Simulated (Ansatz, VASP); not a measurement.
**Two plane-wave programs on Cd2Se3S**

INCAR

```
SYSTEM = Cd2Se3S
PREC = Accurate ; ENCUT = 520
EDIFF = 1E-6 ; ISMEAR = 0
SIGMA = 0.1 ; LREAL = .FALSE.
LASPH = .TRUE. ; NELM = 60
ALGO = Normal ; ISIF = 2
LWAVE = .FALSE. ; LCHARG = .FALSE.
GGA = PE ; NBANDS = 33
```

Contents of KPOINTS:

```
Automatic mesh
0
G
  4 4 2
  0 0 0
```

File POSCAR:

```
Cd2Se3S
1.0
    4.1128895200      0.0000000000      0.0000000000
    0.0000000000      4.1128895200      0.0000000000
    0.0000000000      0.0000000000      9.0607799200
Cd Se S
2 3 1
Direct
    0.0000000000      0.5000000000      0.7376120100
    0.5000000000      0.0000000000      0.2623879900
    0.5000000000      0.5000000000      0.0000000000
    0.0000000000      0.5000000000      0.3786259900
    0.5000000000      0.0000000000      0.6213740100
    0.0000000000      0.0000000000      0.0000000000
```

Input for Ansatz:

```yaml
crystal:
  lattice:
    - [4.11288952, 0.0, 0.0]
    - [0.0, 4.11288952, 0.0]
    - [0.0, 0.0, 9.06077992]
  atoms:
    - { symbol: Cd, position: [0.0, 0.5, 0.73761201] }
    - { symbol: Cd, position: [0.5, 0.0, 0.26238799] }
    - { symbol: Se, position: [0.5, 0.5, 0.0] }
    - { symbol: Se, position: [0.0, 0.5, 0.37862599] }
    - { symbol: Se, position: [0.5, 0.0, 0.62137401] }
    - { symbol: S, position: [0.0, 0.0, 0.0] }
basis:
  ecutwfc: 420
kpoints:
  mp_grid: { grid: [4, 4, 2] }
hamiltonian:
  xc: pbe
scf:
  occupations: { method: gaussian, width: 0.1 }
  lower_state_search: "off"
output:
  forces: true
  stress: true
  eigenvalues: true
```

Change from the starting cell: species swapped into the Zr2CuSb3 type (P-4m2, No. 115).

Alike in both runs: task single point; functional PBE; k mesh 4 × 4 × 2; occupations gaussian, width 0.1 eV; no spin polarisation.

|  | VASP | Ansatz |
| --- | --- | --- |
| version | VASP 6.6.1 | Ansatz 0.2.0 |
| potentials or method | VASP PAW PBE potentials, release 64 (Cd, Se, S), cutoff 520 eV | scalar-relativistic, plane waves, PAW |
| valence electrons in the cell | 48 | 94 |

```csv
,VASP,Ansatz,Ansatz less VASP
gap on the k mesh at the Fermi level (eV),none,none,-
pressure (GPa),-6.1,-6.2,-0.11
"traceless stress, the component that is largest in VASP (GPa)",4.65,4.64,-0.004
rms of the force components (eV/Å),0.276,0.276,-0.0006
```

Atom by atom the forces differ by 0.002 eV/Å (rms over components). A gap of «none» marks a metal or a gap that the smearing closes. The functional is the same, so the differences come from potentials, cutoffs and numerics. VASP's potentials hold 48 valence electrons a cell and Ansatz's 94, so a difference there can come from the potentials and not from the codes.

The k mesh is coarse, so the values compare programs but aren't converged.
